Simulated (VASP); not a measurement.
Set up this calculation in VASP 6.6.1, as the native input.

```yaml
Task: single point
Functional: PBE
Potentials_or_basis: VASP PAW PBE potentials, release 64 (Li_sv, O)
Cutoff: 750 eV
k_mesh: 8 × 8 × 8
Occupations: gaussian, width 0.02 eV
Spin: no spin polarisation
Dipole_correction: no
Further_INCAR_settings: ALGO = Normal; EDIFF = 1e-06; NBANDS = 13
```

The structure of Li2O lies in POSCAR:

```
Li2O
1.0
    0.0000000000      2.2165208546      2.2165208546
    2.2165208546      0.0000000000      2.2165208546
    2.2165208546      2.2165208546      0.0000000000
Li O
2 1
Direct
    0.7500000000      0.7500000000      0.7500000000
    0.2500000000      0.2500000000      0.2500000000
    0.0000000000      0.0000000000      0.0000000000
```

One way to write it, as run:

INCAR

```
  PREC = Accurate
  ENCUT = 750
  EDIFF = 1E-6
  ISMEAR = 0
  SIGMA = 0.02
  LREAL = False
  LASPH = True
  NELM = 120
  ALGO = Normal
  ISIF = 2
  LWAVE = False
  LCHARG = False
  GGA = PE
  NBANDS = 13
  GGA_COMPAT = False
```

KPOINTS

```
Automatic mesh
0
Gamma
  8 8 8
```

Potentials or basis: VASP PAW PBE potentials, release 64 (Li_sv, O).

The run is started by

```console
$ cat potpaw_PBE.64/Li_sv/POTCAR potpaw_PBE.64/O/POTCAR > POTCAR
$ mpirun -np 1 vasp_std > vasp.out
```

Results of the run:

- Pressure: 12.9 GPa
- Band gap on the k mesh: 5.21 eV (least direct gap 6.23 eV)

Caveat: the cell stands under pressure.

Wall time 16 s on 1 thread of Intel(R) Xeon(R) Platinum 8488C (Sapphire Rapids) (shared host), peak memory 0.15 GiB.
